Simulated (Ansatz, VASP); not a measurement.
**One calculation of CdSe, two programs**

```xyz
4
Lattice="4.3837 0.0000 0.0000 -2.1919 3.7964 0.0000 0.0000 0.0000 7.1467" Properties=species:S:1:pos:R:3 pbc="T T T"
Cd    0.0000    2.5309   -0.0034
Cd    2.1919    1.2655    3.5700
Se    0.0000    2.5309    2.6834
Se    2.1919    1.2655    6.2568
```

Alike in both runs: task single point; functional r2SCAN; k mesh 6 × 6 × 4; no spin polarisation.

|  | VASP | Ansatz |
| --- | --- | --- |
| version | VASP 6.6.1 | Ansatz 0.2.0 |
| potentials or method | VASP PAW PBE potentials, release 64 (Cd, Se) | plane waves, PAW |
| plane-wave cutoff (eV) | 520 | 500 |
| occupations | gaussian, width 0.01 eV | fixed |
| valence electrons in the cell | 36 | 72 |

|  | VASP | Ansatz | Ansatz less VASP |
| --- | --- | --- | --- |
| gap on the k mesh at the Fermi level (eV) | 1.02 | 1.03 | +0.012 |
| pressure (GPa) | -1.2 | -1.4 | -0.21 |

VASP's potentials were made for PBE, not for r2SCAN. VASP's potentials hold 36 valence electrons a cell and Ansatz's 72, so a difference there can come from the potentials and not from the codes.
